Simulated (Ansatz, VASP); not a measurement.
One calculation of HfB, two programs

File INCAR:

```
  PREC = Accurate
  ENCUT = 520
  EDIFF = 1E-6
  ISMEAR = 0
  SIGMA = 0.15
  LREAL = False
  LASPH = True
  NELM = 100
  ALGO = Normal
  ISIF = 2
  LWAVE = False
  LCHARG = True
  GGA = PS
  LELF = True
  LVHAR = True
  NBANDS = 14
```

Contents of KPOINTS:

```
regular mesh
0
Gamma
  16 16 16
```

File POSCAR:

```
HfB
1.0
    0.0000000000      2.3936993068      2.3936993068
    2.2819135492      0.0000000000      2.3936993068
    2.2819135492      2.3936993068      0.0000000000
Hf B
1 1
Direct
    0.4995230658      0.5004769342      0.5004769342
    0.0078748404     -0.0078748404     -0.0078748404
```

Input for Ansatz:

```yaml
crystal:
  lattice:
    - [0.0, 2.3936993068, 2.3936993068]
    - [2.2819135492, 0.0, 2.3936993068]
    - [2.2819135492, 2.3936993068, 0.0]
  atoms:
    - { symbol: Hf, position: [0.4995230658, 0.5004769342, 0.5004769342] }
    - { symbol: B, position: [0.0078748404, -0.0078748404, -0.0078748404] }
basis:
  ecutwfc: 520.0
kpoints:
  mp_grid: { grid: [16, 16, 16] }
hamiltonian:
  xc: pbesol
  pseudopotentials: { kind: paw }
scf:
  occupations: { method: gaussian, width: 0.15 }
output:
  forces: true
  stress: true
  eigenvalues: true
```

Change from the starting cell: mode 4 frozen in at -0.038 Å, normal strain along x -0.0467.

Alike in both runs: task single point; functional PBEsol; k mesh 16 × 16 × 16; occupations gaussian, width 0.15 eV; no spin polarisation.

|  | VASP | Ansatz |
| --- | --- | --- |
| version | VASP 6.6.1 | Ansatz 0.2.0 |
| potentials or method | VASP PAW PBE potentials, release 64 (Hf_pv, B), cutoff 520 eV | scalar-relativistic, plane waves, PAW |
| valence electrons in the cell | 13 | 29 |

```tsv
	VASP	Ansatz	Ansatz less VASP
gap on the k mesh at the Fermi level (eV)	none	none	-
pressure (GPa)	10.9	10.3	-0.67
traceless stress, the component that is largest in VASP (GPa)	14.50	14.25	-0.245
rms of the force components (eV/Å)	0.297	0.295	-0.0022
```

VASP's potentials were made for PBE, not for PBEsol. Atom by atom the forces differ by 0.002 eV/Å (rms over components). A gap of «none» marks a metal or a gap that the smearing closes. The functional is the same, so the differences come from potentials, cutoffs and numerics. VASP's potentials hold 13 valence electrons a cell and Ansatz's 29, so a difference there can come from the potentials and not from the codes.

Neither program's run includes spin-orbit coupling.
